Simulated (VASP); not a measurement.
Set up this calculation in VASP 6.6.1, as the native input.

```yaml
Task: single point
Functional: PBE
Potentials_or_basis: VASP PAW PBE potentials, release 64 (Cl, Na_pv)
Cutoff: 500 eV
k_mesh: 8 × 8 × 8
Occupations: gaussian, width 0.025 eV
Spin: no spin polarisation
Dipole_correction: no
Further_INCAR_settings: ALGO = Normal; EDIFF = 1e-06; NBANDS = 14
```

The structure of NaCl lies in POSCAR:

```
NaCl
1.0
    3.5021900000      0.0000000000      0.0000000000
    0.0000000000      3.5021900000      0.0000000000
    0.0000000000      0.0000000000      3.5021900000
Cl Na
1 1
Direct
    0.5000000000      0.5000000000      0.5000000000
    0.0000000000      0.0000000000      0.0000000000
```

One way to write it, as run:

INCAR

```
SYSTEM = NaCl
PREC = Accurate
ENCUT = 500
EDIFF = 1E-6
ISMEAR = 0
SIGMA = 0.025
LREAL = .False.
LASPH = .True.
NELM = 120
ALGO = Normal
ISIF = 2
LWAVE = .False.
LCHARG = .True.
GGA = PE
LELF = .True.
LVHAR = .True.
NBANDS = 14
GGA_COMPAT = .False.
```

KPOINTS

```
Automatic mesh
0
Gamma
  8 8 8
  0 0 0
```

Potentials or basis: VASP PAW PBE potentials, release 64 (Cl, Na_pv).

Launch:

```sh
$ cat potpaw_PBE.64/Cl/POTCAR potpaw_PBE.64/Na_pv/POTCAR > POTCAR
$ mpirun -np 1 vasp_std > vasp.out
```

It gave:

* Pressure: 0.0 GPa
* Band gap on the k mesh: 3.98 eV, indirect (least direct gap 4.47 eV)

Wall time 19 s on 1 thread of Intel(R) Xeon(R) Platinum 8259CL CPU @ 2.50GHz (Skylake/Cascade Lake) (shared host), peak memory 0.15 GiB.
